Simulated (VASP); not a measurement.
# Tm2GeF2 in VASP: a series of runs, part 2 of 2

VASP 6.6.1. The steps go on from the part before.

## (3) Single point, PBE

INCAR reads:

```
ALGO = Normal
EDIFF = 1E-6
ENCUT = 600
GGA = PE
GGA_COMPAT = False
ISIF = 2
ISMEAR = 0
LASPH = True
LCHARG = False
LMAXMIX = 6
LREAL = False
LWAVE = False
NBANDS = 57
NELM = 200
PREC = Accurate
SIGMA = 0.1
```

KPOINTS reads:

```
k-points
0
Gamma
  4 2 2
```

POSCAR reads:

```
Tm2GeF2
1.0
   -2.0050768209      3.5685251078     -0.0775867310
    0.1182566178     -0.0738000043      6.3812286492
    6.2966500048      3.7313990156      0.0707233549
Tm Ge F
4 2 4
Direct
    0.0463190400      0.2284218280      0.3089051487
    0.4911960615      0.2554904866      0.8352144181
    0.4536983580      0.7715759089      0.1910883112
    0.0088275090      0.7445067587      0.6647865706
   -0.0212257610     -0.0311327860     -0.0017534845
    0.5212525360      0.0311321591      0.5017439661
    0.4451829499      0.4364257177      0.1110407702
   -0.0049833959      0.4092879417      0.7977355424
    0.0547471813      0.5635760903      0.3889417337
    0.5049855209      0.5907158948      0.7022970235
```

Potentials or basis: VASP PAW PBE potentials, release 64 (Tm_3, Ge_d, F), 4f in core.

On the command line:

```console
> cat potpaw_PBE.64/Tm_3/POTCAR potpaw_PBE.64/Ge_d/POTCAR potpaw_PBE.64/F/POTCAR > POTCAR
> mpirun -np 1 vasp_std > vasp.out
```

OUTCAR:

```text
EDIFF = 1E-6
   ENCUT = 600
   GGA = PE
   ISIF = 2
   ISMEAR = 0
   LASPH = True
   LREAL = False
   NELM = 200
   PREC = Accurate

 ion  position               nearest neighbor table
   1  0.046  0.228  0.309-   9 2.23   7 2.49   6 2.76   6 2.79   5 2.85   3 3.53
   2  0.491  0.255  0.835-   8 2.26   8 2.31  10 2.33   7 2.35   6 2.86   5 2.95   5 3.01
   3  0.454  0.772  0.191-   7 2.23   9 2.49   5 2.76   5 2.79   6 2.85   1 3.53
   4  0.009  0.745  0.665-  10 2.26  10 2.31   8 2.33   9 2.35   5 2.86   6 2.95   6 3.01
   5  0.979  0.969  0.998-   3 2.76   3 2.79   1 2.85   4 2.86   2 2.95   2 3.01
   6  0.521  0.031  0.502-   1 2.76   1 2.79   3 2.85   2 2.86   4 2.95   4 3.01
   7  0.445  0.436  0.111-   3 2.23   2 2.35   1 2.49
   8  0.995  0.409  0.798-   2 2.26   2 2.31   4 2.33
   9  0.055  0.564  0.389-   1 2.23   4 2.35   3 2.49
  10  0.505  0.591  0.702-   4 2.26   4 2.31   2 2.33

  LATTYP: Found a triclinic cell.
 ALAT       =     4.0939863463
 B/A-ratio  =     2.0683926834
 C/A-ratio  =     1.5590552692
 COS(alpha) =     0.0013880801
 COS(beta)  =     0.0380993237
 COS(gamma) =     0.5032214789

  Lattice vectors:

 A1 = (  -2.0050768209,   3.5685251078,  -0.0775867310)
 A2 = (   4.2915731839,   7.2999241234,  -0.0068633761)
 A3 = (  -0.1182566178,   0.0738000043,  -6.3812286492)

Analysis of symmetry for initial positions (statically):
=====================================================================
 Subroutine PRICEL returns:
 Original cell was already a primitive cell.

 Routine SETGRP: Setting up the symmetry group for a
 triclinic supercell.

 Subroutine GETGRP returns: Found  1 space group operations
 (whereof  1 operations were pure point group operations)
 out of a pool of  2 trial point group operations.

The static configuration has the point symmetry C_1 .

Analysis of symmetry for dynamics (positions and initial velocities):
=====================================================================
[... 140 lines left out ...]
   AEXX    =    0.0000 exact exchange contribution
   IVDW    =     0    specifies the selected vdW correction
   LEPSILON=     F    determine dielectric tensor
   LRPA    =     F    only Hartree local field effects (RPA)
 non-spin polarized calculation
 Gauss-broadening in eV      SIGMA  =   0.10
  energy-cutoff  :      600.00
  volume of cell :      191.04
 maximum number of plane-waves:      6402
 NGX is ok and might be reduce to    36
   NGX = 17   NGY = 25   NGZ = 29

 number of electron      92.0000012 magnetization

 Free energy of the ion-electron system (eV)
  ---------------------------------------------------
  ext. energy  EPLUGINS =         0.00000000
  ---------------------------------------------------
  free energy    TOTEN  =       -58.80949418 eV

  energy without entropy =      -58.80949315  energy(sigma->0) =      -58.80949367

 E-fermi :   3.8510     XC(G=0): -10.0127

 val. band max:        3.5462670046   @ k =  -0.0000   0.5000   0.0000
 cond. band min:       4.1484176749   @ k =   0.5000   0.5000   0.5000
 fundamental gap:      0.6021506704
 Fermi energy:         3.8509690305

 k-point     1 :       0.0000    0.0000    0.0000
  band No.  band energies     occupation
      1     -23.2909      2.00000
      2     -23.1220      2.00000
      3     -22.9122      2.00000
      4     -22.3295      2.00000
      5     -22.3123      2.00000
      6     -22.2937      2.00000
[... 709 lines left out ...]
     56       7.5440      0.00000
     57       7.8494      0.00000

------------------------ aborting loop because EDIFF is reached ----------------------------------------

  FORCE on cell =-STRESS in cart. coord.  units (eV):
  Direction    XX          YY          ZZ          XY          YZ          ZX
  --------------------------------------------------------------------------------------
  -------------------------------------------------------------------------------------
  Total        0.1529096      0.3687022      0.4720894     -0.0570602      0.0031673      0.0385805
  in kB        1.2824086      3.0921982      3.9592761     -0.4785474      0.0265634      0.3235635
  external PRESSURE =       2.7779610 kB  Pullay stress =       0.0000000 kB

 VOLUME and BASIS-vectors are now :
 -----------------------------------------------------------------------------
  energy-cutoff  :      600.00
  volume of cell :      191.04
      direct lattice vectors                 reciprocal lattice vectors
    -2.005076821  3.568525108 -0.077586731    -0.124667191  0.210283134  0.004742287
     0.118256618 -0.073800004  6.381228649    -0.002836535  0.001814986  0.156783190
     6.296650005  3.731399016  0.070723355     0.119169422  0.066927525 -0.001434414

 POSITION                                       TOTAL-FORCE (eV/Angst)
 -----------------------------------------------------------------------------------
      1.87921      1.30108      1.47586        -0.021817      0.011371     -0.053316
      4.30438      4.85051      1.65130         0.013966     -0.024212     -0.055889
      0.38476      2.27512      4.90192         0.021567     -0.011304      0.053377
      4.25627      2.45714      4.79720        -0.013753      0.023907      0.055765
      4.43767      7.14613      6.17722         0.014346      0.015321     -0.025087
      2.11784      3.73001      0.19370        -0.013873     -0.015559      0.025056
     -0.14183      1.97078      2.75825         0.012342     -0.016557     -0.075927
      3.07638      6.49721      2.59098        -0.002792      0.022132      0.002267
      2.40590      1.60507      3.61957        -0.012141      0.017114      0.075922
      3.47944      4.37901      3.77998         0.002156     -0.022214     -0.002168
 -----------------------------------------------------------------------------------
    total drift:                               -0.000032     -0.000108      0.000085

  FREE ENERGIE OF THE ION-ELECTRON SYSTEM (eV)
  ---------------------------------------------------
  free  energy   TOTEN  =       -58.8094941834 eV

  energy  without entropy=      -58.8094931513  energy(sigma->0) =      -58.80949367
```

OSZICAR:

```text
N       E                     dE             d eps       ncg     rms          rms(c)
DAV:   1     0.144693407275E+04    0.14469E+04   -0.40640E+04  1596   0.293E+03
DAV:   2     0.308818673461E+03   -0.11381E+04   -0.11059E+04  1384   0.952E+02
DAV:   3    -0.207269698379E+02   -0.32955E+03   -0.31677E+03  2024   0.283E+02
DAV:   4    -0.615777507426E+02   -0.40851E+02   -0.39871E+02  2039   0.112E+02
DAV:   5    -0.630077154540E+02   -0.14300E+01   -0.14252E+01  2096   0.245E+01    0.423E+01
DAV:   6    -0.589294078482E+02    0.40783E+01   -0.15030E+01  2352   0.526E+01    0.276E+01
DAV:   7    -0.587775939421E+02    0.15181E+00   -0.33297E+00  1896   0.987E+00    0.796E+00
DAV:   8    -0.588230972586E+02   -0.45503E-01   -0.33485E-01  1768   0.427E+00    0.103E+00
DAV:   9    -0.588084605514E+02    0.14637E-01   -0.99982E-02  2024   0.199E+00    0.225E-01
DAV:  10    -0.588090923083E+02   -0.63176E-03   -0.10611E-02  1744   0.809E-01    0.134E-01
DAV:  11    -0.588094191250E+02   -0.32682E-03   -0.28080E-03  2200   0.379E-01    0.847E-02
DAV:  12    -0.588094406119E+02   -0.21487E-04   -0.51345E-04  1976   0.168E-01    0.352E-02
DAV:  13    -0.588094963037E+02   -0.55692E-04   -0.26524E-04  1632   0.906E-02    0.194E-02
DAV:  14    -0.588094942189E+02    0.20848E-05   -0.19919E-05  1912   0.536E-02    0.111E-02
DAV:  15    -0.588094951172E+02   -0.89832E-06   -0.34617E-05  1656   0.401E-02    0.823E-03
DAV:  16    -0.588094941834E+02    0.93382E-06   -0.72781E-06  1608   0.226E-02
   1 F= -.58809494E+02 E0= -.58809494E+02  d E =-.103216E-05
```

stdout:

```text
POSCAR found type information on POSCAR TmGeF
 POSCAR found :  3 types and      10 ions
 scaLAPACK will be used
 LDA part: xc-table for (Slater+PW92), standard interpolation
 POSCAR, INCAR and KPOINTS ok, starting setup
 FFT: planning ... GRIDC
 FFT: planning ... GRID_SOFT
 FFT: planning ... GRID
 WAVECAR not read
 entering main loop
```

Run time: 1.9 min. Hardware: 1 thread of AMD EPYC 9R45 (Zen 5), shared host; peak memory 0.37 GiB.

What came out:

```
Free energy            : -58.8095 eV
Pressure               : 0.3 GPa
Largest force          : 0.079 eV/Å
Band gap on the k mesh : 0.60 eV (least direct gap 0.98 eV)
```

Forces in eV/Å, atoms in the order of the input:
```
Tm  -0.022  0.011 -0.053
Tm   0.014 -0.024 -0.056
Tm   0.022 -0.011  0.053
Tm  -0.014  0.024  0.056
Ge   0.014  0.015 -0.025
Ge  -0.014 -0.016  0.025
F    0.012 -0.017 -0.076
F   -0.003  0.022  0.002
F   -0.012  0.017  0.076
F    0.002 -0.022 -0.002
```

Stress tensor (GPa, compression positive):
```
 0.13 -0.05  0.03
-0.05  0.31  0.00
 0.03  0.00  0.40
```

Caveat: the k points lie up to 0.49 Å⁻¹ apart; spin-orbit coupling is left out, which moves the levels of the heavy elements; the 4f electrons are frozen in the core, so they carry no moment and show no levels. A k mesh can miss the band edges.
